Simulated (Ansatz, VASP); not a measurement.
# Si2BiTe2: VASP beside Ansatz

```
CELL_PARAMETERS angstrom
-3.02867 3.02867 4.17805
3.02867 -3.02867 4.17805
3.02867 3.02867 -4.17805
ATOMIC_POSITIONS crystal
Si 0.13527 0.13527 0.00000
Si 0.86473 0.86473 0.00000
Bi 0.50000 0.50000 0.00000
Te 0.50000 0.00000 0.50000
Te 0.00000 0.50000 0.50000
```

Alike in both runs: functional PBE; k mesh 10 × 10 × 10; occupations gaussian, width 0.1 eV; no spin polarisation.

Ansatz relaxed the structure, and its values are those at the end. VASP's run is a single point on that final structure, the one shown.

|  | VASP | Ansatz |
| --- | --- | --- |
| version | VASP 6.6.1 | Ansatz 0.2.0 |
| potentials or method | VASP PAW PBE potentials, release 64 (Si, Bi_d, Te), cutoff 520 eV | scalar-relativistic, plane waves, PAW |
| valence electrons in the cell | 35 | 55 |

|  | VASP | Ansatz | Ansatz less VASP |
| --- | --- | --- | --- |
| gap on the k mesh at the Fermi level (eV) | none | none | - |
| pressure (GPa) | 0.0 | 0.0 | +0.04 |

A gap of «none» marks a metal or a gap that the smearing closes. With one functional, cell and mesh, what is left measures potentials, basis and numerics. VASP's potentials hold 35 valence electrons a cell and Ansatz's 55, so a difference there can come from the potentials and not from the codes.

Spin-orbit coupling is off throughout.
